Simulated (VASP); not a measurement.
# Ni (P6_3/mmc) in VASP: notebook, part 2 of 2

VASP 6.6.1. Earlier steps stand in the parts before.

## Step 5: Relaxation of cell and atoms, PBEsol, collinear spin, ferromagnetic start, target pressure 10 GPa, at which the enthalpy is minimised

This run uses another cell than the first one, of 10.57 Å³/atom.

INCAR

```
  PREC = Accurate
  ENCUT = 600
  EDIFF = 1E-6
  ISMEAR = -1
  SIGMA = 0.05
  LREAL = F
  LASPH = T
  NELM = 150
  ALGO = Normal
  ISIF = 3
  LWAVE = F
  LCHARG = F
  ISPIN = 2
  MAGMOM = 1 1
  LORBIT = 11
  LMAXMIX = 4
  GGA = PS
  IBRION = 2
  NSW = 80
  EDIFFG = -0.01
  PSTRESS = 100.0
```

KPOINTS

```
Automatic mesh
0
Gamma
  12 12 7
```

POSCAR

```
Ni
1.0
    2.4480228978      0.0000000000      0.0000000000
   -1.2240114489      2.1200500186      0.0000000000
    0.0000000000      0.0000000000      4.0728075700
Ni
2
Direct
    0.6666666667      0.3333333333      0.7500000000
    0.3333333333      0.6666666667      0.2500000000
```

Potentials or basis: VASP PAW PBE potentials, release 64 (Ni).

On the command line:

```
$ cat potpaw_PBE.64/Ni/POTCAR > POTCAR
$ mpirun -np 1 vasp_std > vasp.out
```

OUTCAR:

```text
PREC = Accurate
   ENCUT = 600
   EDIFF = 1E-6
   ISMEAR = -1
   LREAL = F
   LASPH = T
   NELM = 150
   ISIF = 3
   ISPIN = 2
   LORBIT = 11
   GGA = PS
   IBRION = 2
   NSW = 80
   EDIFFG = -0.01
   PSTRESS = 100.0

 ion  position               nearest neighbor table
   1  0.667  0.333  0.750-   2 2.48   2 2.48   2 2.48   2 2.48   2 2.48   2 2.48
   2  0.333  0.667  0.250-   1 2.48   1 2.48   1 2.48   1 2.48   1 2.48   1 2.48

  LATTYP: Found a hexagonal cell.
 ALAT       =     2.4480228978
 C/A-ratio  =     1.6637130207

  Lattice vectors:

 A1 = (   2.4480228978,   0.0000000000,   0.0000000000)
 A2 = (  -1.2240114489,   2.1200500186,   0.0000000000)
 A3 = (   0.0000000000,   0.0000000000,   4.0728075700)

Analysis of symmetry for initial positions (statically):
=====================================================================
 Subroutine PRICEL returns:
 Original cell was already a primitive cell.

 Routine SETGRP: Setting up the symmetry group for a
 hexagonal supercell.

 Subroutine GETGRP returns: Found 24 space group operations
 (whereof 12 operations were pure point group operations)
 out of a pool of 24 trial point group operations.

The static configuration has the point symmetry D_3d.
 The point group associated with its full space group is D_6h.

Analysis of symmetry for dynamics (positions and initial velocities):
=====================================================================
 Subroutine PRICEL returns:
 Original cell was already a primitive cell.

 Routine SETGRP: Setting up the symmetry group for a
 hexagonal supercell.

 Subroutine GETGRP returns: Found 24 space group operations
 (whereof 12 operations were pure point group operations)
 out of a pool of 24 trial point group operations.

The dynamic configuration has the point symmetry D_3d.
 The point group associated with its full space group is D_6h.

Analysis of structural, dynamic, and magnetic symmetry:
=====================================================================
 Subroutine PRICEL returns:
 Original cell was already a primitive cell.

 Routine SETGRP: Setting up the symmetry group for a
 hexagonal supercell.

 Subroutine GETGRP returns: Found 24 space group operations
[... 129 lines left out ...]
   GGA     = PS    functional components
   LHFCALC =     F    Hartree Fock is set to
   AEXX    =    0.0000 exact exchange contribution
   IVDW    =     0    specifies the selected vdW correction
   LEPSILON=     F    determine dielectric tensor
   LRPA    =     F    only Hartree local field effects (RPA)
 conjugate gradient relaxation of ions
 spin polarized calculation
  energy-cutoff  :      600.00
  volume of cell :       21.14
 maximum number of plane-waves:       722
 NGX is ok and might be reduce to    20
   NGX =  9   NGY =  9   NGZ = 17

--------------------------------------- Ionic step        1  -------------------------------------------

 number of electron      20.0000004 magnetization       1.2698844

 Free energy of the ion-electron system (eV)
  ---------------------------------------------------
  ext. energy  EPLUGINS =         0.00000000
  ---------------------------------------------------
  free energy    TOTEN  =       -12.22582594 eV

  energy without entropy =      -12.19056719  energy(sigma->0) =      -12.20819657

 E-fermi :   9.6250     XC(G=0): -13.6070

 val. band max:        9.6193895612   @ k =   0.0000   0.0000   0.0000
 cond. band min:       9.6258680891   @ k =   0.0833   0.0000   0.1429
 fundamental gap:      0.0064785279
 Fermi energy:         9.6249562153

 spin component 1

 k-point     1 :       0.0000    0.0000    0.0000
  band No.  band energies     occupation
      1       0.3378      1.00000
      2       4.5718      1.00000
      3       7.0396      1.00000
      4       7.2000      1.00000
      5       7.2000      1.00000
      6       7.4648      1.00000
      7       7.4648      1.00000
      8       7.9761      1.00000
      9       7.9761      1.00000
     10       8.9120      1.00000
     11       8.9120      1.00000
     12       9.0169      0.99999
[... 1118 lines left out ...]
--------------------------------------- Ionic step        8  -------------------------------------------

 number of electron      20.0000004 magnetization       1.2271397

 Free energy of the ion-electron system (eV)
  ---------------------------------------------------
  ext. energy  EPLUGINS =         0.00000000
  ---------------------------------------------------
  free energy    TOTEN  =       -12.20644884 eV

  energy without entropy =      -12.17226193  energy(sigma->0) =      -12.18935538

 E-fermi :  10.4641     XC(G=0): -13.9449

 val. band max:       10.4589875634   @ k =   0.0833   0.0000   0.1429
 cond. band min:      10.4665584974   @ k =   0.2500   0.1667   0.4286
 fundamental gap:      0.0075709340
 Fermi energy:        10.4641480364

 spin component 1

 k-point     1 :       0.0000    0.0000    0.0000
  band No.  band energies     occupation
      1       0.7689      1.00000
      2       5.1119      1.00000
      3       7.7988      1.00000
      4       7.9038      1.00000
      5       7.9038      1.00000
      6       8.2113      1.00000
      7       8.2113      1.00000
      8       8.6767      1.00000
      9       8.6767      1.00000
     10       9.7504      1.00000
     11       9.7504      1.00000
     12       9.8905      0.99999
[... 886 lines left out ...]
  energy  without entropy=      -12.1722619259  energy(sigma->0) =      -12.18935538

  enthalpy is  TOTEN    =       -10.9586219406 eV   P V=        1.2478269020

 reached required accuracy - stopping structural energy minimisation

 total charge

# of ion       s       p       d       tot
------------------------------------------
    1        0.538   0.583   8.359   9.480
    2        0.538   0.583   8.359   9.480
--------------------------------------------------
tot          1.075   1.167  16.717  18.959

 magnetization (x)

# of ion       s       p       d       tot
------------------------------------------
    1       -0.005  -0.024   0.645   0.616
    2       -0.005  -0.024   0.645   0.616
--------------------------------------------------
tot         -0.010  -0.048   1.289   1.231
```

OSZICAR:

```text
N       E                     dE             d eps       ncg     rms          rms(c)
DAV:   1     0.919359186639E+02    0.91936E+02   -0.10895E+04  4672   0.217E+03
DAV:   2    -0.121170919886E+02   -0.10405E+03   -0.99213E+02  4567   0.291E+02
[... 67 lines left out ...]
       N       E                     dE             d eps       ncg     rms          rms(c)
DAV:   1    -0.122065713588E+02   -0.37271E-04   -0.35134E-03  5036   0.543E-01    0.817E-02
DAV:   2    -0.122064750580E+02    0.96301E-04   -0.83157E-05  6087   0.201E-01    0.398E-02
DAV:   3    -0.122064518527E+02    0.23205E-04   -0.46888E-05  6139   0.109E-01    0.123E-02
DAV:   4    -0.122064492440E+02    0.26086E-05   -0.54492E-06  4483   0.484E-02    0.557E-03
DAV:   5    -0.122064488425E+02    0.40148E-06   -0.51829E-07  2308   0.133E-02
   8 F= -.10958622E+02 E0= -.10941528E+02  d E =-.115647E-02  mag=     1.2271
```

CONTCAR:

```text
Ni
   1.00000000000000
     2.4146553595242182    0.0000000000000000   -0.0000000000000000
    -1.2073276797621091    2.0911528827942534    0.0000000000000000
     0.0000000000000000    0.0000000000000000    3.9593508588175519
  Ni
     2
Direct
     0.6666666667000030    0.3333333332999970    0.7500000000000000
     0.3333333332999970    0.6666666667000030    0.2500000000000000

  0.00000000E+00  0.00000000E+00  0.00000000E+00
  0.00000000E+00  0.00000000E+00  0.00000000E+00
```

Run time: 1.8 min. Hardware: 1 thread of Intel Xeon 6975P-C (Granite Rapids), shared host; peak memory 0.18 GiB.

Results:

| Property | Result |
| --- | --- |
| Free energy | -12.2064 eV |
| Relaxed volume | 10.00 Å³/atom |
| Relaxed cell | a = 2.415 Å, b = 2.415 Å, c = 3.959 Å, α = 90.00°, β = 90.00°, γ = 120.00° |
| Space group after relaxing (to 0.1 Å) | P6_3/mmc (No. 194) |
| Energy change on relaxing (the run minimises the enthalpy) | +9.7 meV/atom |
| Ionic steps | 8 |
| Pressure after relaxing | 10.1 GPa |
| Net moment | 1.23 μB per cell |
| Site moments | Ni +0.62 μB |
| Valence electrons inside the program's atomic spheres | Ni 9.48 |

The path:
```tsv
step	energy change (eV)	largest force (eV/Å)	pressure (GPa)	volume (Å³)
1	0.0000	0.0000	-3.24	21.14
2	0.2062	0.0000	33.78	18.58
3	0.0198	0.0000	9.90	20.00
4	0.0211	0.0000	10.25	19.98
5	0.0195	0.0000	10.08	19.99
6	0.0193	0.0000	10.11	19.99
7	0.0193	0.0000	10.11	19.99
8	0.0194	0.0000	10.07	19.99
```

Final structure:
```xyz
2
Lattice="2.4147 0.0000 0.0000 -1.2073 2.0912 0.0000 0.0000 0.0000 3.9594" Properties=species:S:1:pos:R:3 pbc="T T T"
Ni    1.2073    0.6971    2.9695
Ni    0.0000    1.3941    0.9898
```

Levels at points of the mesh, in eV from the Fermi level:
Spin up:
| k point | band 9 | band 10 | band 11 | band 12 | band 13 | band 14 |
| --- | --- | --- | --- | --- | --- | --- |
| (0.00, 0.00, 0.00) | -1.79 | -0.71 | -0.71 | -0.57 | 6.20 | 23.30 |
| (0.50, 0.00, 0.00) | -0.51 | -0.45 | 1.26 | 3.32 | 9.82 | 10.49 |
Spin down:
```
           k point  band 6  band 7  band 8  band 9  band 10  band 11  band 12  band 13  band 14  band 15
(0.00, 0.00, 0.00)   -1.59   -1.59   -1.13   -1.13    -0.59    -0.02    -0.02     6.61    23.22    26.02
(0.50, 0.00, 0.00)   -1.97   -1.58    0.15    0.20     0.30     1.74     3.70     9.97    10.62    13.25
```

Caveat: the cell is relaxed towards a set pressure, so the run minimises the enthalpy, not the energy; the PAW data sets were made with another functional, which shifts forces and pressure a little.

## Step 6: Summary

| task | level | potentials or basis | cell | cutoff (eV) | gap on the mesh (eV) | pressure (GPa) | moment (μB) |
| --- | --- | --- | --- | --- | --- | --- | --- |
| single point | LDA | VASP PAW LDA potentials, release 64 (Ni_sv_GW) | a = 2.415, b = 2.415, c = 4.018 Å, angles 90.0, 90.0, 120.0°, 2 atoms | 690 | none | -3.2 | 1.14 |
| single point | BLYP+D3(BJ) | VASP PAW PBE potentials, release 64 (Ni_sv_GW) | a = 2.459, b = 2.459, c = 4.038 Å, angles 90.0, 90.0, 120.0°, 2 atoms | 690 | none | -0.8 | 1.23 |
| single point | r2SCAN | VASP PAW PBE potentials, release 64 (Ni_sv_GW) | a = 2.480, b = 2.480, c = 4.126 Å, angles 90.0, 90.0, 120.0°, 2 atoms | 760 | none | -8.5 | 1.53 |
| relaxation of cell and atoms | PBEsol | VASP PAW PBE potentials, release 64 (Ni) | relaxed to 10 GPa from a = 2.448, b = 2.448, c = 4.073 Å, angles 90.0, 90.0, 120.0°, 2 atoms | 600 | none | 10.1 | 1.23 |

Alike in all rows: spin collinear, ferromagnetic start; k mesh 12 × 12 × 7; smearing fermi-dirac 0.05 eV.

Caveats: the PAW data sets were made with another functional, which shifts forces and pressure a little (at least some runs); the cell stands under tension (at least some runs); the dispersion term is far too large for a dense solid, which distorts pressure and volume (at least some runs); the cell is relaxed towards a set pressure, so the run minimises the enthalpy, not the energy (at least some runs).

Absolute energies hang on the potentials; compare differences alone.
